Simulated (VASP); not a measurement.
Write the native input for VASP 6.6.1 that does the following.

```yaml
Task: relaxation of the atoms
Functional: PBEsol
Potentials_or_basis: VASP PAW PBE potentials, release 64 (Al, O, Zn)
Cutoff: 520 eV
k_mesh: 1 × 1 × 1, shifted
Occupations: fermi-dirac, width 0.05 eV
Spin: no spin polarisation
Dipole_correction: no
Further_INCAR_settings: LREAL = Auto; ALGO = Normal; EDIFF = 1e-07; ISYM = -1; IBRION = 2; EDIFFG = -0.03; NSW = 100
```

The structure of Al23ZnO36 (a cell with a defect) lies in POSCAR:

```
Al23ZnO36
1.0
    9.5478620000      0.0000000000      0.0000000000
   -4.7739310000      8.2686910000      0.0000000000
    0.0000000000      0.0000000000     13.0135760000
Al O Zn
46 72 2
Direct
    0.3280760000      0.1647700000      0.1871770000
    0.3317130000      0.6653640000      0.1846660000
    0.8311660000      0.1637680000      0.1832940000
    0.8336530000      0.6680390000      0.1845090000
    0.1711400000      0.3328740000      0.0172210000
    0.1702730000      0.8351030000      0.0198090000
    0.6671380000      0.3344970000      0.0196580000
    0.6706660000      0.8343700000      0.0178380000
    0.1661390000      0.8342340000      0.3141750000
    0.6662130000      0.3382150000      0.3134810000
    0.6666290000      0.8317930000      0.3152270000
    0.1668300000      0.3302690000      0.5175470000
    0.1649440000      0.8324380000      0.5182590000
    0.6673740000      0.3323310000      0.5174390000
    0.6685090000      0.8354720000      0.5182850000
    0.0010110000      0.9972630000      0.3508740000
    0.9986100000      0.4976230000      0.3500820000
    0.5001490000      0.0010470000      0.3523940000
    0.9973410000      0.0003750000      0.1475010000
    0.9977650000      0.5002270000      0.1479910000
    0.5001790000      0.0000980000      0.1516760000
    0.4966830000      0.5013110000      0.1469040000
    0.9982930000      0.0021280000      0.6470240000
    0.9984450000      0.5022220000      0.6468040000
    0.4985000000      0.9994180000      0.6491820000
    0.5026860000      0.5018720000      0.6463060000
    0.9986970000      0.9987800000      0.8541760000
    0.9954910000      0.4927910000      0.8515070000
    0.4994300000      0.9981780000      0.8526060000
    0.5007940000      0.5020300000      0.8517920000
    0.3326510000      0.1668090000      0.6837530000
    0.3321540000      0.6653320000      0.6865280000
    0.8350820000      0.1687440000      0.6841090000
    0.8317380000      0.6622550000      0.6863900000
    0.3362840000      0.1687090000      0.4803900000
    0.3313600000      0.6662010000      0.4808790000
    0.8328050000      0.1642750000      0.4821610000
    0.8325360000      0.6659910000      0.4838390000
    0.3329910000      0.1676140000      0.9802550000
    0.3285150000      0.6660010000      0.9829600000
    0.8353340000      0.1657150000      0.9794260000
    0.8377970000      0.6699950000      0.9818010000
    0.1680040000      0.3327140000      0.8155240000
    0.1655270000      0.8338910000      0.8167860000
    0.6672010000      0.3325320000      0.8136310000
    0.6662710000      0.8318580000      0.8148890000
    0.1556190000      0.0028470000      0.2525290000
    0.1510740000      0.4963420000      0.2533890000
    0.6568290000      0.0029160000      0.2508060000
    0.6545350000      0.5027290000      0.2489590000
    0.3332870000      0.0114840000      0.0825310000
    0.3326650000      0.5137090000      0.0833790000
    0.8321470000      0.0092080000      0.0852220000
    0.8307710000      0.5107770000      0.0841870000
    0.0012280000      0.1512670000      0.2507060000
    0.0021650000      0.6543250000      0.2510160000
    0.4985080000      0.1534890000      0.2491640000
    0.4932890000      0.6522310000      0.2513760000
    0.3482680000      0.3490500000      0.2514050000
    0.3460690000      0.8440890000      0.2496410000
    0.8455460000      0.3509320000      0.2479440000
    0.8464250000      0.8512050000      0.2492910000
    0.1811190000      0.1667730000      0.0841970000
    0.1782990000      0.6719680000      0.0827130000
    0.6853510000      0.1663200000      0.0848680000
    0.6767470000      0.6648120000      0.0851200000
    0.1781200000      0.0104680000      0.5835770000
    0.1788990000      0.5137420000      0.5820080000
    0.6829400000      0.0183420000      0.5829350000
    0.6774760000      0.5093310000      0.5831860000
    0.1673440000      0.1812600000      0.4176890000
    0.1624820000      0.6763000000      0.4198170000
    0.6685230000      0.1828020000      0.4161780000
    0.6667990000      0.6806590000      0.4165570000
    0.0145670000      0.3319190000      0.4153730000
    0.0109590000      0.8304820000      0.4152820000
    0.5146140000      0.3338810000      0.4190360000
    0.5145160000      0.8329840000      0.4163070000
    0.0180410000      0.1858920000      0.9172160000
    0.0148430000      0.6828680000      0.9175080000
    0.5156660000      0.1775030000      0.9188940000
    0.5151280000      0.6807130000      0.9181870000
    0.9977710000      0.3485010000      0.7517180000
    0.0025610000      0.8499600000      0.7453360000
    0.4929280000      0.3447470000      0.7505360000
    0.5013240000      0.8487290000      0.7493130000
    0.4863220000      0.3188650000      0.0831390000
    0.4888280000      0.8208460000      0.0815790000
    0.9878700000      0.3223660000      0.0845770000
    0.9861480000      0.8186990000      0.0793680000
    0.4889150000      0.1676000000      0.5828020000
    0.4859800000      0.6652270000      0.5813710000
    0.9886820000      0.1696950000      0.5833540000
    0.9878720000      0.6717100000      0.5819580000
    0.3362420000      0.3207770000      0.5824270000
    0.3322190000      0.8201620000      0.5848440000
    0.8357000000      0.3183310000      0.5817080000
    0.8331880000      0.8182590000      0.5821420000
    0.3159200000      0.4848210000      0.4141580000
    0.3164160000      0.9833520000      0.4163400000
    0.8189950000      0.4864110000      0.4157520000
    0.8226610000      0.9867630000      0.4157830000
    0.3184580000      0.3323470000      0.9144530000
    0.3166500000      0.8324960000      0.9183750000
    0.8169740000      0.3306120000      0.9185150000
    0.8194770000      0.8331220000      0.9150280000
    0.3460090000      0.0008920000      0.7488190000
    0.3437740000      0.4985160000      0.7500000000
    0.8437870000      0.0005700000      0.7515380000
    0.8516070000      0.5016010000      0.7491090000
    0.1540480000      0.1556430000      0.7521090000
    0.1572860000      0.6573560000      0.7491950000
    0.6498220000      0.1508020000      0.7489970000
    0.6534550000      0.6514530000      0.7487620000
    0.1628830000      0.4869590000      0.9188060000
    0.1642180000      0.9846390000      0.9150890000
    0.6659110000      0.4845050000      0.9162150000
    0.6642720000      0.9847060000      0.9162610000
    0.1658560000      0.3384090000      0.3148390000
    0.5043050000      0.5004070000      0.3514420000
```

One way to write it, as run:

INCAR

```
PREC     = Accurate       # precision mode
ENCUT    = 520            # plane-wave cutoff, eV
EDIFF    = 1E-7           # SCF threshold, eV
ISMEAR   = -1             # smearing method
SIGMA    = 0.05           # smearing width, eV
LREAL    = Auto         
LASPH    = T              # aspherical terms in the spheres
NELM     = 120            # most SCF steps
ALGO     = Normal         # electronic algorithm
ISIF     = 2              # what is computed and relaxed
LWAVE    = F              # write WAVECAR
LCHARG   = F              # write CHGCAR
GGA      = PS             # functional
IBRION   = 2              # ionic algorithm
NSW      = 100            # ionic steps
EDIFFG   = -0.03          # ionic threshold
ISYM     = -1           
GGA_COMPAT= F            
NELMIN   = 4            
KPAR     = 1
```

KPOINTS

```
explicit points
1
Reciprocal
  0.25000000   0.25000000   0.25000000 1
```

Potentials or basis: VASP PAW PBE potentials, release 64 (Al, O, Zn).

The run is started by

```bash
$ cat potpaw_PBE.64/Al/POTCAR potpaw_PBE.64/O/POTCAR potpaw_PBE.64/Zn/POTCAR > POTCAR
$ mpirun -np 8 vasp_std > vasp.out
```

It gave:

```yaml
Energy_gained_by_relaxing: 21.5 meV/atom
Ionic_steps: 14
Pressure_after_relaxing: 2.2 GPa
Largest_force_after_relaxing: 0.019 eV/Å
```

Caveat: the PAW data sets were made with another functional, which shifts forces and pressure a little.

Run time: 21 min on 8 MPI ranks on Intel(R) Xeon(R) Platinum 8488C (Sapphire Rapids) (shared host), peak memory 0.37 GiB a rank.
